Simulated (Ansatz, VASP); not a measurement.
**Sn: VASP beside Ansatz**

```
Sn
1.0
     0.00000    2.64184    2.64184
     2.64184    0.00000    2.64184
     2.64184    2.64184    0.00000
Sn
2
Cartesian
  -0.6605 -0.6605 -0.6605
  0.6605 0.6605 0.6605
```

Change from the starting cell: volume scaled by 0.5, LAPW.

Alike in both runs: task single point; functional PBE; k mesh 10 × 10 × 10; occupations fermi-dirac, width 0.08 eV; no spin polarisation.

|  | VASP | Ansatz |
| --- | --- | --- |
| version | VASP 6.6.1 | Ansatz 0.2.0 |
| potentials or method | VASP PAW PBE potentials, release 64 (Sn_d), cutoff 520 eV | all-electron LAPW, scalar-relativistic |

```tsv
	VASP	Ansatz	Ansatz less VASP
pressure (GPa)	128.0	127.5	-0.48
```

Both programs put the cell under a high pressure, so it lies far from rest at this level. Ansatz ran all-electron here, and VASP with PAW potentials.

Noted on VASP's run: the cell as given lies far from equilibrium.
